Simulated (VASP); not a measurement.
Wanted: the native input for a VASP 6.6.1 run.

```yaml
Task: single point
Functional: PBE
Potentials_or_basis: VASP PAW PBE potentials, release 64 (Bi_d)
Cutoff: 520 eV
k_mesh: 4 × 4 × 4
Occupations: gaussian, width 0.1 eV
Spin: no spin polarisation
Dipole_correction: no
Further_INCAR_settings: ALGO = Fast; EDIFF = 1e-07; NBANDS = 38
```

The structure of Bi lies in POSCAR:

```
Bi
1.0
    5.0087579610      0.0000000000      0.0000000000
    0.0000000000      5.0087579610      0.0000000000
    0.0000000000      0.0000000000      5.0203847912
Bi
4
Direct
    0.7498134566      0.7498134566      0.5000000000
    0.2501865434      0.2501865434      0.5000000000
    0.2501865434      0.7498134566      0.0000000000
    0.7498134566      0.2501865434      0.0000000000
```

The cell was built from a structure type or drawn by symmetry, and may not be a known phase.

The input as run:

INCAR

```
SYSTEM = Bi
  ALGO = Fast
  EDIFF = 1E-7
  ENCUT = 520
  GGA = PE
  ISIF = 2
  ISMEAR = 0
  LASPH = .True.
  LCHARG = .False.
  LREAL = .False.
  LWAVE = .False.
  NBANDS = 38
  NELM = 80
  PREC = Accurate
  SIGMA = 0.1
```

KPOINTS

```
k-points
0
Gamma
  4 4 4
  0 0 0
```

Potentials or basis: VASP PAW PBE potentials, release 64 (Bi_d).

The run is started by

```bash
$ cat potpaw_PBE.64/Bi_d/POTCAR > POTCAR
$ mpirun -np 1 vasp_std > vasp.out
```

Results of the run:

```yaml
Pressure: 0.0 GPa
Largest_force: 0.006 eV/Å
Band_gap_on_the_k_mesh: zero (bands 30 and 31 overlap by 4.40 eV)
```

Caveat: spin-orbit coupling is left out, which moves the levels of the heavy elements.

Wall time 2.3 min on 1 thread of Intel(R) Xeon(R) Platinum 8259CL CPU @ 2.50GHz (Skylake/Cascade Lake), with other jobs on the host, peak memory 0.26 GiB.
